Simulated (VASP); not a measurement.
# Ti: single point with PBEsol

The system is Ti.

```
Ti
1.0
    -1.68537    1.68537    1.68537
     1.68537   -1.68537    1.68537
     1.68537    1.68537   -1.68537
Ti
1
Direct
  0.00000 0.00000 0.00000
```

This cell differs from its parent crystal: strain +0.050 along x and y, +0.050 along z.

```yaml
Program: VASP 6.6.1
Task: single point
Functional: PBEsol
Potentials_or_basis: VASP PAW PBE potentials, release 64 (Ti_sv)
Cutoff: 520 eV
k_mesh: 26 × 26 × 26
Occupations: gaussian, width 0.15 eV
Spin: no spin polarisation
Dipole_correction: no
Further_INCAR_settings: ALGO = Fast; EDIFF = 1e-06; NBANDS = 12
```

```
Pressure               : -13.0 GPa
Band gap on the k mesh : zero (band 6 reaches 7.88 eV, above the bottom of band 7 at 6.42 eV)
```

Levels at points of the mesh, in eV from the Fermi level:
| k point | band 2 | band 3 | band 4 | band 5 | band 6 | band 7 | band 8 | band 9 | band 10 | band 11 |
| --- | --- | --- | --- | --- | --- | --- | --- | --- | --- | --- |
| (0.00, 0.00, 0.00) | -32.55 | -32.55 | -32.55 | -5.73 | 0.89 | 0.89 | 0.89 | 2.46 | 2.46 | 16.73 |
| (0.50, 0.00, 0.00) | -33.04 | -32.70 | -32.55 | -2.24 | -0.32 | 0.90 | 2.43 | 2.74 | 3.78 | 7.75 |
| (0.50, 0.50, 0.50) | -32.89 | -32.89 | -32.89 | -1.80 | -1.80 | 3.47 | 3.47 | 3.47 | 7.61 | 7.61 |

It took 120 s on 1 thread of Intel(R) Xeon(R) Platinum 8559C (Emerald Rapids), on a shared host, peak memory 0.22 GiB.

Caveat: the cell differs from its parent crystal (strain +0.050 along x and y, +0.050 along z); the PAW data sets were made with another functional, which shifts forces and pressure a little.
